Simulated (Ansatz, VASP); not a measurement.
AlGa5N6: VASP beside Ansatz

```
Ga Al N
1.0
     3.20331    0.00000    0.00000
    -1.60165    2.77415    0.00000
     0.00000    0.00000   15.62681
Ga Al N
5 1 6
Direct
  0.33333 0.66667 0.33108
  0.33333 0.66667 0.66710
  0.66667 0.33333 0.49905
  0.33333 0.66667 0.00340
  0.66667 0.33333 0.83515
  0.66667 0.33333 0.16683
  0.33333 0.66667 0.13024
  0.66667 0.33333 0.28881
  0.33333 0.66667 0.45752
  0.66667 0.33333 0.62555
  0.33333 0.66667 0.79362
  0.66667 0.33333 0.96165
```

Alike in both runs: functional PBE; k mesh 12 × 12 × 2; occupations gaussian, width 0.02 eV; no spin polarisation.

Ansatz relaxed the structure, and its values are those at the end. VASP's run is a single point on that final structure, the one shown.

|  | VASP | Ansatz |
| --- | --- | --- |
| version | VASP 6.6.1 | Ansatz 0.2.0 |
| potentials or method | VASP PAW PBE potentials, release 64 (Ga_d, Al, N), cutoff 520 eV | scalar-relativistic, plane waves, PAW |
| valence electrons in the cell | 98 | 98 |

```csv
,VASP,Ansatz,Ansatz less VASP
gap on the k mesh at the Fermi level (eV),1.97,1.97,-0.006
least direct gap on the mesh (eV),1.97,1.97,-0.006
pressure (GPa),0.0,0.0,-0.01
rms of the force components (eV/Å),0.004,0.003,-0.0008
```

With one functional, cell and mesh, what is left measures potentials, basis and numerics.
